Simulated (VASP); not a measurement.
The system is CaSe.

```xyz
2
Lattice="0.0000 3.2796 3.4340 3.2796 0.0000 3.4340 3.2796 3.2796 0.0000" Properties=species:S:1:pos:R:3 pbc="T T T"
Ca    0.0000    0.0000    0.0000
Se    1.6398    1.6398    1.7170
```

This cell differs from its parent crystal: uniaxial z strain +4.7%.

Base run:

- Program: VASP 6.6.1
- Functional: r2SCAN
- Potentials or basis: VASP PAW PBE potentials, release 64 (Ca_sv, Se)
- Cutoff: 520 eV
- k mesh: 6 × 6 × 6
- Occupations: gaussian, width 0.01 eV
- Spin: no spin polarisation

Its results: band gap on the k mesh 3.46 eV, indirect (least direct gap 3.58 eV); pressure -1.4 GPa.

Problem. The run is repeated on the same cell with these changes: functional from r2SCAN to HSE06; k mesh from 6 × 6 × 6 to 4 × 4 × 4. What comes out?

Solution. Band gap on the k mesh 3.86 eV, indirect (least direct gap 3.97 eV); pressure -1.2 GPa.

Several settings changed at once, so the effect can't be laid on one alone.

Caveats: the PAW data sets were made with another functional, which shifts forces and pressure a little.

A k mesh can miss the band edges.
